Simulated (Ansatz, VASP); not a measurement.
**PtF in VASP and in Ansatz**

```
Pt F
1.0
     2.58097   -2.89240    0.00000
     2.58097    2.89240    0.00000
     0.00000    0.00000    5.97247
Pt F
2 2
Cartesian
  2.5810 -1.7195 2.9862
  2.5810 1.7195 2.9862
  2.5810 0.0000 1.6884
  2.5810 0.0000 4.2840
```

Alike in both runs: functional PBE; k mesh 10 × 10 × 6; occupations gaussian, width 0.02 eV; no spin polarisation.

Ansatz relaxed the structure, and its values are those at the end. VASP's run is a single point on that final structure, the one shown.

|  | VASP | Ansatz |
| --- | --- | --- |
| version | VASP 6.6.1 | Ansatz 0.2.0 |
| potentials or method | VASP PAW PBE potentials, release 64 (Pt_sv_GW, F), cutoff 600 eV | scalar-relativistic, plane waves, PAW |
| valence electrons in the cell | 50 | 50 |

VASP gave:

```
gap on the k mesh at the Fermi level (eV) : 0.08
least direct gap on the mesh (eV)         : 0.30
pressure (GPa)                            : -0.4
rms of the force components (eV/Å)        : 0.011
```

Task: Estimate Ansatz's values.

Result: gap on the k mesh at the Fermi level (eV): 0.07; least direct gap on the mesh (eV): 0.28; pressure (GPa): 0.0; rms of the force components (eV/Å): 0.000.

Spin-orbit coupling is off throughout.
